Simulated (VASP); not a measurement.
A run of VASP 6.6.1:

Contents of INCAR:

```
SYSTEM = KF
  ALGO = Normal
  EDIFF = 1E-7
  ENCUT = 520
  GGA = PE
  ISIF = 2
  ISMEAR = -1
  LASPH = .True.
  LCHARG = .False.
  LREAL = .False.
  LWAVE = .False.
  NBANDS = 15
  NELM = 60
  PREC = Accurate
  SIGMA = 0.02
```

KPOINTS

```
k-points
0
Gamma
  8 8 8
  0 0 0
```

POSCAR

```
KF
1.0
    0.0000000000      2.9354014298      2.7666158476
    2.9354014298      0.0000000000      2.7666158476
    2.9354014298      2.9354014298      0.0000000000
K F
1 1
Direct
    0.0000000000      0.0000000000      0.0000000000
    0.2500000000      0.2500000000      0.2500000000
```

Potentials or basis: VASP PAW PBE potentials, release 64 (K_sv, F).

Launch:

```sh
$ cat potpaw_PBE.64/K_sv/POTCAR potpaw_PBE.64/F/POTCAR > POTCAR
$ mpirun -np 1 vasp_std > vasp.out
```

Hardware: 1 thread of AMD EPYC 7R13, on a shared host.

Q: Estimate the wall time of this run.

A: Wall time 58 s on 1 thread of AMD EPYC 7R13, with other jobs on the host, peak memory 0.16 GiB. Counts: scf iterations 14, k points 59.
